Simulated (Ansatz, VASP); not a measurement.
# GaN: VASP beside Ansatz

The input INCAR:

```
  ALGO = Normal
  EDIFF = 1E-6
  EDIFFG = -0.01
  ENCUT = 600
  GGA = RE
  IBRION = 2
  ISIF = 3
  ISMEAR = -1
  LASPH = T
  LCHARG = F
  LREAL = F
  LWAVE = F
  NELM = 60
  NSW = 60
  PREC = Accurate
  SIGMA = 0.05
```

File KPOINTS:

```
k-points
0
Gamma
  11 11 11
```

File POSCAR:

```
GaN
1.0
    0.0000000000      2.1352350000      2.1352350000
    2.1352350000      0.0000000000      2.1352350000
    2.1352350000      2.1352350000      0.0000000000
Ga N
1 1
Direct
    0.0000000000      0.0000000000      0.0000000000
    0.5000000000      0.5000000000      0.5000000000
```

input.yaml

```yaml
crystal:
  lattice:
    - [0.0, 2.135235, 2.135235]
    - [2.135235, 0.0, 2.135235]
    - [2.135235, 2.135235, 0.0]
  atoms:
    - { symbol: Ga, position: [0.0, 0.0, 0.0] }
    - { symbol: "N", position: [0.5, 0.5, 0.5] }
hamiltonian:
  xc: revpbe
  pseudopotentials: { kind: paw }
kpoints:
  mp_grid: { grid: [11, 11, 11] }
scf:
  occupations: { method: fermi_dirac, width: 0.05 }
output:
  forces: true
  stress: true
  eigenvalues: true
relax:
  f_tol: 0.01
  max_steps: 40
  cell: { stress_tol: 0.05 }
```

Alike in both runs: task relaxation of cell and atoms; functional revPBE; k mesh 11 × 11 × 11; occupations fermi-dirac, width 0.05 eV; no spin polarisation.

```csv
,VASP,Ansatz
version,VASP 6.6.1,Ansatz 0.2.0
potentials or method,"VASP PAW PBE potentials, release 64 (Ga_d, N)",Ansatz PAW
plane-wave cutoff (eV),600,420
valence electrons in the cell,18,18
```

```csv
,VASP,Ansatz,Ansatz less VASP
"gap on the k mesh at the Fermi level, each at its own relaxed structure (eV)",0.50,0.54,+0.035
relaxed volume (Å³/atom),9.91,9.88,-0.039
relaxed cell length with the largest relative difference (Å),3.038,3.034,-0.0040
```

VASP's potentials were made for PBE, not for revPBE.

Noted on Ansatz's run: odd divisions of the mesh miss points on the zone boundary, where band edges often lie, so the gap on the mesh can be too wide; the plane-wave basis is chosen anew once the cell has moved, so the energies of steps on either side of that aren't comparable.
